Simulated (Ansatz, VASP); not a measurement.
## Eu: VASP beside Ansatz

```
Eu
1.0
     3.92220    0.00000    0.00000
    -1.96110    3.39672    0.00000
     0.00000    0.00000    6.29205
Eu
2
Cartesian
  0.0000 2.2645 1.5730
  1.9611 1.1322 4.7190
```

Alike in both runs: task electric field gradients; functional PBE; k mesh 12 × 12 × 6; occupations fermi-dirac, width 0.05 eV; collinear spin.

|  | VASP | Ansatz |
| --- | --- | --- |
| version | VASP 6.6.1 | Ansatz 0.2.0 |
| potentials or method | VASP PAW PBE potentials, release 64 (Eu) | PAW with Ansatz's default frozen-core files, scalar-relativistic |
| plane-wave cutoff (eV) | 520 | 420 |
| valence electrons in the cell | 34 | 34 |

Ansatz gave:

- pressure (GPa): 0.0
- net moment per atom (μB): 7.57
- size of the moment on the site where the two differ most (μB): 7.19
- size of Vzz on the site where it differs most (V/Å²): 9.8

Q: Which values does VASP return?

A: Pressure (GPa): -0.2; net moment per atom (μB): 7.56; size of the moment on the site where the two differ most (μB): 6.74; size of Vzz on the site where it differs most (V/Å²): 8.9.

Site moments also hang on the region over which each program counts them.

Neither program's run includes spin-orbit coupling.
